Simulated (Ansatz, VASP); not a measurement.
**Two plane-wave programs on TaNbSb3**

```
Ta Nb Sb
1.0
     5.27621    0.00000    0.00000
     0.00000    5.27621    0.00000
     0.00000    0.00000    5.27621
Ta Nb Sb
1 1 3
Direct
  0.50000 0.50000 0.50000
  0.00000 0.00000 0.00000
  0.00000 0.50000 0.50000
  0.50000 0.00000 0.50000
  0.50000 0.50000 0.00000
```

Alike in both runs: functional PBE; k mesh 4 × 4 × 4; occupations gaussian, width 0.1 eV; no spin polarisation.

Ansatz relaxed the structure, and its values are those at the end. VASP's run is a single point on that final structure, the one shown.

|  | VASP | Ansatz |
| --- | --- | --- |
| version | VASP 6.6.1 | Ansatz 0.2.0 |
| potentials or method | VASP PAW PBE potentials, release 64 (Ta_pv, Nb_sv, Sb), cutoff 520 eV | scalar-relativistic, plane waves, PAW |
| valence electrons in the cell | 39 | 71 |

|  | VASP | Ansatz | Ansatz less VASP |
| --- | --- | --- | --- |
| gap on the k mesh at the Fermi level (eV) | none | none | - |
| pressure (GPa) | 0.2 | 0.3 | +0.10 |

A gap of «none» marks a metal or a gap that the smearing closes. The functional is the same, so the differences come from potentials, cutoffs and numerics. VASP's potentials hold 39 valence electrons a cell and Ansatz's 71, so a difference there can come from the potentials and not from the codes.

Neither program's run includes spin-orbit coupling.
